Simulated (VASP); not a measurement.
CdTe:

```xyz
8
Lattice="5.1000 0.0000 0.0000 0.0000 5.1000 0.0000 0.0000 0.0000 10.1719" Properties=species:S:1:pos:R:3 pbc="T T T"
Cd    0.5680    2.5500    2.5430
Cd    2.5500    4.5319    5.0860
Cd    2.5500    0.5680    0.0000
Cd    4.5319    2.5500    7.6290
Te    0.0000    3.1180    5.0860
Te    1.9819    0.0000    2.5430
Te    3.1180    0.0000    7.6290
Te    0.0000    1.9819    0.0000
```

The cell was generated, and may not be a known phase.

* Program: VASP 6.6.1
* Task: relaxation of cell and atoms
* Functional: PBE
* Potentials or basis: VASP PAW PBE potentials, release 64 (Cd, Te)
* Cutoff: 600 eV
* k mesh: 4 × 4 × 2
* Occupations: gaussian, width 0.1 eV
* Spin: no spin polarisation

At the start: pressure 6.3 GPa; volume 33.07 Å³/atom.

Task: Where does the relaxation end?

Result: Over 20 steps the energy falls by 127.4 meV/atom and the volume is 33.60 Å³/atom (+1.6 %); space group P4_322 (No. 95, to 0.1 Å) before and after.

Step by step:
| step | energy change (eV) | largest force (eV/Å) | pressure (GPa) | volume (Å³) |
| --- | --- | --- | --- | --- |
| 1 | 0.0000 | 0.2471 | 6.30 | 264.57 |
| 2 | -0.7183 | 0.1519 | -2.23 | 316.60 |
| 3 | -0.8871 | 0.1213 | -0.26 | 297.25 |
| 4 | -0.8872 | 0.1216 | -0.34 | 297.96 |
| 5 | -0.9026 | 0.0772 | -0.18 | 295.16 |
| 6 | -0.9103 | 0.1457 | 0.08 | 291.65 |
| 7 | -0.9158 | 0.1445 | -0.02 | 291.86 |
| 8 | -0.9257 | 0.1384 | -0.34 | 292.46 |
| 9 | -0.9186 | 0.1203 | -0.89 | 293.53 |
| 10 | -0.9270 | 0.1345 | -0.50 | 292.77 |
| 11 | -0.9289 | 0.1342 | -0.50 | 292.46 |
| 12 | -0.9345 | 0.1334 | -0.47 | 291.52 |
| 13 | -0.9449 | 0.1325 | -0.41 | 289.64 |
| 14 | -0.9625 | 0.1350 | -0.31 | 285.88 |
| 15 | -0.9835 | 0.1499 | -0.03 | 278.36 |
| 16 | -0.9597 | 0.2467 | 0.69 | 263.35 |
| 17 | -0.9836 | 0.1752 | 0.19 | 273.84 |
| 18 | -1.0081 | 0.0882 | 0.05 | 272.19 |
| 19 | -1.0186 | 0.0445 | -0.10 | 270.13 |
| 20 | -1.0193 | 0.0335 | 0.03 | 268.77 |

Final structure:
```
CELL_PARAMETERS angstrom
4.83802 0.00000 0.00000
0.00000 4.83802 0.00000
0.00000 0.00000 11.48277
ATOMIC_POSITIONS crystal
Cd 0.13100 0.50000 0.25000
Cd 0.50000 0.86900 0.50000
Cd 0.50000 0.13100 0.00000
Cd 0.86900 0.50000 0.75000
Te 0.00000 0.54172 0.50000
Te 0.45828 0.00000 0.25000
Te 0.54172 0.00000 0.75000
Te 0.00000 0.45828 0.00000
```
